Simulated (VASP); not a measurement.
Ga3Se: single point with r2SCAN

Crystal: Ga3Se.

```
Se Ga
1.0
     4.43246    0.00000    0.00000
     0.00000    4.43246    0.00000
     0.00000    0.00000    4.43246
Se Ga
1 3
Direct
  0.00000 0.00000 0.02256
  0.50000 0.50000 0.00000
  0.50000 0.00000 0.50000
  0.00000 0.50000 0.50000
```

```
Program                : VASP 6.6.1
Task                   : single point
Functional             : r2SCAN
Potentials or basis    : VASP PAW PBE potentials, release 64 (Se, Ga_d)
Cutoff                 : 520 eV
k mesh                 : 8 × 8 × 8
Occupations            : gaussian, width 0.02 eV
Spin                   : no spin polarisation
Dipole correction      : no
Further INCAR settings : ALGO = Normal; EDIFF = 1e-07; NBANDS = 30
```

```yaml
Pressure: -1.6 GPa
Largest_force: 0.083 eV/Å
```

Forces in eV/Å, atoms in the order of the input:
```
Se   0.000  0.000  0.060
Ga   0.000  0.000 -0.083
Ga   0.000  0.000  0.011
Ga   0.000  0.000  0.011
```

Levels at points of the mesh, in eV from the Fermi level:
| k point | band 20 | band 21 | band 22 | band 23 | band 24 | band 25 |
| --- | --- | --- | --- | --- | --- | --- |
| (0.00, 0.00, 0.00) | -3.95 | -2.82 | -2.79 | 1.64 | 1.65 | 1.65 |
| (0.50, 0.00, 0.00) | -2.97 | -2.15 | -1.18 | -0.26 | -0.19 | 1.43 |
| (0.00, 0.00, 0.50) | -3.00 | -2.15 | -1.14 | -0.24 | -0.24 | 1.44 |
| (0.50, 0.50, 0.00) | -2.38 | -0.73 | -0.73 | -0.55 | 1.49 | 1.82 |
| (0.00, 0.50, 0.50) | -2.36 | -0.78 | -0.73 | -0.58 | 1.49 | 1.79 |
| (0.50, 0.50, 0.50) | -5.05 | -4.92 | -4.92 | -3.70 | 4.20 | 4.20 |

Run time: 8.6 min on 1 thread of Intel Xeon 6975P-C, on a shared host, peak memory 0.33 GiB.

Caveat: the PAW data sets were made with another functional, which shifts forces and pressure a little.
